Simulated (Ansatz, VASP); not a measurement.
# Mg3ZrN: VASP beside Ansatz

```
CELL_PARAMETERS angstrom
3.10085 0.00000 0.00000
0.00000 3.10085 0.00000
0.00000 0.00000 11.24469
ATOMIC_POSITIONS crystal
Mg 0.00000 0.00000 0.00000
Mg 0.50000 0.50000 0.20906
Mg 0.50000 0.50000 0.79094
Zr 0.50000 0.50000 0.50000
N 0.00000 0.00000 0.50000
```

Alike in both runs: functional PBE; k mesh 12 × 12 × 4; occupations gaussian, width 0.1 eV; no spin polarisation.

Ansatz relaxed the structure, and its values are those at the end. VASP's run is a single point on that final structure, the one shown.

```csv
,VASP,Ansatz
version,VASP 6.6.1,Ansatz 0.2.0
potentials or method,"VASP PAW PBE potentials, release 64 (Mg, Zr_sv, N), cutoff 520 eV","scalar-relativistic, plane waves, PAW"
valence electrons in the cell,23,47
```

|  | VASP | Ansatz | Ansatz less VASP |
| --- | --- | --- | --- |
| gap on the k mesh at the Fermi level (eV) | none | none | - |
| pressure (GPa) | 0.0 | 0.0 | +0.03 |

A gap of «none» marks a metal or a gap that the smearing closes. The functional is the same, so the differences come from potentials, cutoffs and numerics. VASP's potentials hold 23 valence electrons a cell and Ansatz's 47, so a difference there can come from the potentials and not from the codes.
